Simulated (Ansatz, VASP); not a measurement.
**LiGeBr3 in VASP and in Ansatz**

```
CELL_PARAMETERS angstrom
7.53453 0.00000 0.00000
0.00000 7.53453 0.00000
0.00000 0.00000 5.40849
ATOMIC_POSITIONS crystal
Li 0.00000 0.50000 0.50000
Li 0.50000 0.00000 0.50000
Ge 0.50000 0.50000 0.00000
Ge 0.00000 0.00000 0.00000
Br 0.83522 0.33522 0.00000
Br 0.66478 0.83522 0.00000
Br 0.50000 0.50000 0.50000
Br 0.16478 0.66478 0.00000
Br 0.33522 0.16478 0.00000
Br 0.00000 0.00000 0.50000
```

Alike in both runs: functional PBE; k mesh 4 × 4 × 4; occupations gaussian, width 0.1 eV; no spin polarisation.

Ansatz relaxed the structure, and its values are those at the end. VASP's run is a single point on that final structure, the one shown.

|  | VASP | Ansatz |
| --- | --- | --- |
| version | VASP 6.6.1 | Ansatz 0.2.0 |
| potentials or method | VASP PAW PBE potentials, release 64 (Li_sv, Ge_d, Br), cutoff 520 eV | scalar-relativistic, plane waves, PAW |
| valence electrons in the cell | 76 | 76 |

Ansatz gave:

| Quantity | Value |
| --- | --- |
| gap on the k mesh at the Fermi level (eV) | 0.95 |
| least direct gap on the mesh (eV) | 0.95 |

**Question.** Which values does VASP return?

**Answer.** gap on the k mesh at the Fermi level (eV): 0.94; least direct gap on the mesh (eV): 0.94.

Noted on VASP's run: the cutoff is under 1.25 times that of the potentials, so the pressure is a little rough.
